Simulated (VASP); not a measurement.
# HgTe (Coloradoite) (F-43m) in VASP: notebook, part 2 of 2

VASP 6.6.1.

### 4 Single point, LDA

This run uses another cell than the first one, of 35.21 Å³/atom, 1.039 times its volume.

Input file INCAR:

```
PREC = Accurate
ENCUT = 520
EDIFF = 1E-6
ISMEAR = -1
SIGMA = 0.05
LREAL = F
LASPH = T
NELM = 100
ALGO = Normal
ISIF = 2
LWAVE = F
LCHARG = F
NBANDS = 16
```

Input file KPOINTS:

```
regular mesh
0
Gamma
  7 7 7
```

Input file POSCAR:

```
HgTe
1.0
    0.0000000000      3.2775454177      3.2775454177
    3.2775454177      0.0000000000      3.2775454177
    3.2775454177      3.2775454177      0.0000000000
Hg Te
1 1
Direct
    0.0000000000      0.0000000000      0.0000000000
    0.7500000000      0.7500000000      0.7500000000
```

Potentials or basis: VASP PAW LDA potentials, release 64 (Hg, Te).

Command:

```
> cat potpaw_LDA.64/Hg/POTCAR potpaw_LDA.64/Te/POTCAR > POTCAR
> mpirun -np 1 vasp_std > vasp.out
```

OUTCAR:

```text
PREC = Accurate
   ENCUT = 520
   EDIFF = 1E-6
   ISMEAR = -1
   LREAL = F
   LASPH = T
   NELM = 100
   ISIF = 2

 ion  position               nearest neighbor table
   1  0.000  0.000  0.000-   2 2.84   2 2.84   2 2.84   2 2.84
   2  0.750  0.750  0.750-   1 2.84   1 2.84   1 2.84   1 2.84

  LATTYP: Found a face centered cubic cell.
 ALAT       =     6.5550908354

  Lattice vectors:

 A1 = (   0.0000000000,   3.2775454177,   3.2775454177)
 A2 = (   3.2775454177,   0.0000000000,   3.2775454177)
 A3 = (   3.2775454177,   3.2775454177,   0.0000000000)

Analysis of symmetry for initial positions (statically):
=====================================================================
 Subroutine PRICEL returns:
 Original cell was already a primitive cell.

 Routine SETGRP: Setting up the symmetry group for a
 face centered cubic supercell.

 Subroutine GETGRP returns: Found 24 space group operations
 (whereof 24 operations were pure point group operations)
 out of a pool of 48 trial point group operations.

The static configuration has the point symmetry T_d .

Analysis of symmetry for dynamics (positions and initial velocities):
=====================================================================
 Subroutine PRICEL returns:
 Original cell was already a primitive cell.

 Routine SETGRP: Setting up the symmetry group for a
 face centered cubic supercell.

 Subroutine GETGRP returns: Found 24 space group operations
 (whereof 24 operations were pure point group operations)
 out of a pool of 48 trial point group operations.

The dynamic configuration has the point symmetry T_d .

 Subroutine INISYM returns: Found 24 space group operations
 (whereof 24 operations are pure point group operations),
 and found     1 'primitive' translations

----------------------------------------------------------------------------------------

                                     Primitive cell

[... 101 lines left out ...]
   EFERMI_NEDOS =   21; number of points for ismear=-14 and -15
   IALGO  =     38    algorithm
   IMIX   =      4    mixing-type and parameters
     AMIX     =   0.40;   BMIX     =  1.00
     AMIX_MAG =   1.60;   BMIX_MAG =  1.00
  volume/ion in A,a.u.               =      35.21       237.60
  Fermi-wavevector in a.u.,A,eV,Ry     =   1.038979  1.963386 14.687193  1.079478
  Thomas-Fermi vector in A             =   2.173489
   LORBIT       =      0    0 simple, 1 ext, 2 COOP (PROOUT), +10 PAW based schemes
   GGA     = CA    functional components
   LHFCALC =     F    Hartree Fock is set to
   AEXX    =    0.0000 exact exchange contribution
   IVDW    =     0    specifies the selected vdW correction
   LEPSILON=     F    determine dielectric tensor
   LRPA    =     F    only Hartree local field effects (RPA)
 non-spin polarized calculation
  energy-cutoff  :      520.00
  volume of cell :       70.42
 maximum number of plane-waves:      1917
   NGX = 17   NGY = 17   NGZ = 17

 number of electron      18.0000002 magnetization

 Free energy of the ion-electron system (eV)
  ---------------------------------------------------
  ext. energy  EPLUGINS =         0.00000000
  ---------------------------------------------------
  free energy    TOTEN  =        -5.01110655 eV

  energy without entropy =       -5.01035811  energy(sigma->0) =       -5.01073233

 E-fermi :   2.5078     XC(G=0):  -8.9166

 val. band max:        2.4637655618   @ k =   0.0000   0.0000   0.0000
 cond. band min:       3.0794633287   @ k =   0.4286   0.0000   0.0000
 fundamental gap:      0.6156977669
 Fermi energy:         2.5078456058

 k-point     1 :       0.0000    0.0000    0.0000
  band No.  band energies     occupation
      1      -9.2846      2.00000
      2      -4.6747      2.00000
      3      -4.6747      2.00000
      4      -4.6747      2.00000
      5      -4.1917      2.00000
      6      -4.1917      2.00000
[... 357 lines left out ...]
      3      -4.4382      2.00000
      4      -4.2530      2.00000
      5      -4.2008      2.00000
      6      -3.6962      2.00000
[... 8 lines left out ...]
     15      12.3494      0.00000
     16      13.9491      0.00000

------------------------ aborting loop because EDIFF is reached ----------------------------------------

  FORCE on cell =-STRESS in cart. coord.  units (eV):
  Direction    XX          YY          ZZ          XY          YZ          ZX
  --------------------------------------------------------------------------------------
  -------------------------------------------------------------------------------------
  Total       -0.9013617     -0.9013617     -0.9013617      0.0000000     -0.0000000      0.0000000
  in kB      -20.5084830    -20.5084830    -20.5084830      0.0000000     -0.0000000      0.0000000
  external PRESSURE =     -20.5084830 kB  Pullay stress =       0.0000000 kB

 VOLUME and BASIS-vectors are now :
 -----------------------------------------------------------------------------
  energy-cutoff  :      520.00
  volume of cell :       70.42
      direct lattice vectors                 reciprocal lattice vectors
     0.000000000  3.277545418  3.277545418    -0.152553187  0.152553187  0.152553187
     3.277545418  0.000000000  3.277545418     0.152553187 -0.152553187  0.152553187
     3.277545418  3.277545418  0.000000000     0.152553187  0.152553187 -0.152553187

 POSITION                                       TOTAL-FORCE (eV/Angst)
 -----------------------------------------------------------------------------------
      0.00000      0.00000      0.00000         0.000000      0.000000     -0.000000
      4.91632      4.91632      4.91632        -0.000000     -0.000000      0.000000
 -----------------------------------------------------------------------------------
    total drift:                                0.000000      0.000000      0.000000

  FREE ENERGIE OF THE ION-ELECTRON SYSTEM (eV)
  ---------------------------------------------------
  free  energy   TOTEN  =        -5.0111065482 eV

  energy  without entropy=       -5.0103581097  energy(sigma->0) =       -5.01073233
```

stdout:

```text
POSCAR found type information on POSCAR HgTe
 POSCAR found :  2 types and       2 ions
 scaLAPACK will be used
 LDA part: xc-table for (Slater(with rela. corr.)+CA(PZ))
 , standard interpolation
 POSCAR, INCAR and KPOINTS ok, starting setup
 FFT: planning ... GRIDC
 FFT: planning ... GRID_SOFT
 FFT: planning ... GRID
 WAVECAR not read
 entering main loop
```

Wall time 35 s (1 thread of AMD EPYC 7R13, shared host); peak memory 0.15 GiB.

Results:

| Item | Value |
| --- | --- |
| Free energy | -5.0111 eV |
| Pressure | -2.1 GPa |
| Band gap on the k mesh | zero (filled and empty bands touch) |

Levels at points of the mesh, in eV from the Fermi level:
```csv
k point,band 7,band 8,band 9,band 10,band 11,band 12
"(0.00, 0.00, 0.00)",-1.01,-0.04,-0.04,-0.04,4.18,4.18
```

Caveat: spin-orbit coupling is left out, which moves the levels of the heavy elements.

### 5 Single point, RPBE+D4

This run uses another cell than the first one, of 35.21 Å³/atom, 1.039 times its volume.

Input file INCAR:

```
SYSTEM = HgTe
PREC = Accurate ; ENCUT = 520
EDIFF = 1E-6 ; ISMEAR = -1
SIGMA = 0.05 ; LREAL = .False.
LASPH = .True. ; NELM = 80
ALGO = Normal ; ISIF = 2
LWAVE = .False. ; LCHARG = .False.
GGA = RP ; IVDW = 13
NBANDS = 16
```

Input file KPOINTS:

```
Automatic mesh
0
Gamma
  7 7 7
  0 0 0
```

POSCAR is that of step 4.

Potentials or basis: VASP PAW PBE potentials, release 64 (Hg, Te).

Command:

```
> cat potpaw_PBE.64/Hg/POTCAR potpaw_PBE.64/Te/POTCAR > POTCAR
> mpirun -np 1 vasp_std > vasp.out
```

Run time: 42 s. Hardware: 1 thread of AMD EPYC 7R13, shared host; peak memory 0.18 GiB.

Results (log left out):

- Free energy: -4.1824 eV
- Pressure: -0.2 GPa
- Band gap on the k mesh: zero (filled and empty bands touch)
- Dispersion energy per atom: -0.640 eV

Levels at points of the mesh, in eV from the Fermi level:
| k point | band 7 | band 8 | band 9 | band 10 | band 11 | band 12 |
| --- | --- | --- | --- | --- | --- | --- |
| (0.00, 0.00, 0.00) | -0.77 | -0.04 | -0.04 | -0.04 | 4.31 | 4.31 |

Caveat: the PAW data sets were made with another functional, which shifts forces and pressure a little; spin-orbit coupling is left out, which moves the levels of the heavy elements; pairwise dispersion overbinds metals, which lowers pressure and volume.

### 6 Single point, PBE exchange alone

This run uses another cell than the first one, of 35.21 Å³/atom, 1.039 times its volume.

Input file INCAR:

```
SYSTEM = HgTe
PREC     = Accurate       ! precision mode
ENCUT    = 520            ! plane-wave cutoff, eV
EDIFF    = 1E-7           ! SCF threshold, eV
ISMEAR   = -1             ! smearing method
SIGMA    = 0.05           ! smearing width, eV
LREAL    = .False.        ! projectors in reciprocal space
LASPH    = .True.         ! aspherical terms in the spheres
NELM     = 60             ! most SCF steps
ALGO     = Normal         ! electronic algorithm
ISIF     = 2              ! what is computed and relaxed
LWAVE    = .False.        ! write WAVECAR
LCHARG   = .False.        ! write CHGCAR
GGA      = PE             ! functional
ALDAC    = 0.0          
AGGAC    = 0.0          
NBANDS   = 16             ! bands
```

KPOINTS is that of step 5.

POSCAR is that of step 5.

Potentials or basis: VASP PAW PBE potentials, release 64 (Hg, Te).

Command:

```
> cat potpaw_PBE.64/Hg/POTCAR potpaw_PBE.64/Te/POTCAR > POTCAR
> mpirun -np 1 vasp_std > vasp.out
```

Run time: 44 s. Hardware: 1 thread of AMD EPYC 7R13, shared host; peak memory 0.18 GiB.

Results (log left out):

| Property | Result |
| --- | --- |
| Free energy | -1.4622 eV |
| Pressure | 9.0 GPa |
| Band gap on the k mesh | zero (filled and empty bands touch) |

Levels at points of the mesh, in eV from the Fermi level:
| k point | band 5 | band 6 | band 7 | band 8 | band 9 | band 10 | band 11 | band 12 | band 13 | band 14 |
| --- | --- | --- | --- | --- | --- | --- | --- | --- | --- | --- |
| (0.00, 0.00, 0.00) | -6.62 | -6.62 | -0.95 | -0.04 | -0.04 | -0.04 | 4.25 | 4.25 | 4.25 | 6.51 |

Caveat: spin-orbit coupling is left out, which moves the levels of the heavy elements.

### 7 The runs side by side

```csv
level,potentials or basis,cell,gap on the mesh (eV),pressure (GPa)
PBE exchange alone,"VASP PAW PBE potentials, release 64 (Hg, Te)","a = 4.576 Å, angles 60.0°, 2 atoms",none,11.3
PBE exchange alone,"VASP PAW PBE potentials, release 64 (Hg, Te)","a = 4.606 Å, angles 60.0°, 2 atoms",none,10.1
LDA,"VASP PAW LDA potentials, release 64 (Hg, Te)","a = 4.635 Å, angles 60.0°, 2 atoms",none,-2.1
RPBE+D4,"VASP PAW PBE potentials, release 64 (Hg, Te)","a = 4.635 Å, angles 60.0°, 2 atoms",none,-0.2
PBE exchange alone,"VASP PAW PBE potentials, release 64 (Hg, Te)","a = 4.635 Å, angles 60.0°, 2 atoms",none,9.0
```

Alike in all rows: task single point; no spin polarisation; k mesh 7 × 7 × 7; cutoff (eV) 520; smearing fermi-dirac 0.05 eV.

Caveats: spin-orbit coupling is left out, which moves the levels of the heavy elements; the PAW data sets were made with another functional, which shifts forces and pressure a little (some runs); pairwise dispersion overbinds metals, which lowers pressure and volume (some runs).

Absolute energies hang on the potentials; compare differences alone.
